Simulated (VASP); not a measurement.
Ir, 1 atom in the cell. It takes space group I4/mmm (No. 139, tetragonal). The conventional cell has a = 2.606 Å, b = 2.606 Å, c = 3.993 Å, α = 90.00°, β = 90.00°, γ = 90.00°. Within 3.4 Å of Ir (site symmetry 4/mmm) lie 12 Ir at 2.61 to 2.72 Å.  This cell differs from its parent crystal: strain -0.040 along x and y, +0.040 along z.

* Program: VASP 6.6.1
* Task: single point
* Functional: PBEsol
* Potentials or basis: VASP PAW PBE potentials, release 64 (Ir)
* Cutoff: 520 eV
* k mesh: 22 × 22 × 22
* Occupations: gaussian, width 0.15 eV
* Spin: no spin polarisation
* Dipole correction: no
* Further INCAR settings: ALGO = Normal; EDIFF = 1e-06; NBANDS = 10

Potentials or basis: VASP PAW PBE potentials, release 64 (Ir).

The run is started by

```sh
$ cat potpaw_PBE.64/Ir/POTCAR > POTCAR
$ mpirun -np 1 vasp_std > vasp.out
```

Hardware: 1 thread of Intel(R) Xeon(R) Platinum 8375C CPU @ 2.90GHz (Ice Lake), on a shared host.

Problem. Estimate the wall time of this run.

Solution. Wall time 56 s on 1 thread of Intel(R) Xeon(R) Platinum 8375C CPU @ 2.90GHz (Ice Lake) (shared host), peak memory 0.23 GiB. Counts: scf iterations 12, k points 834.
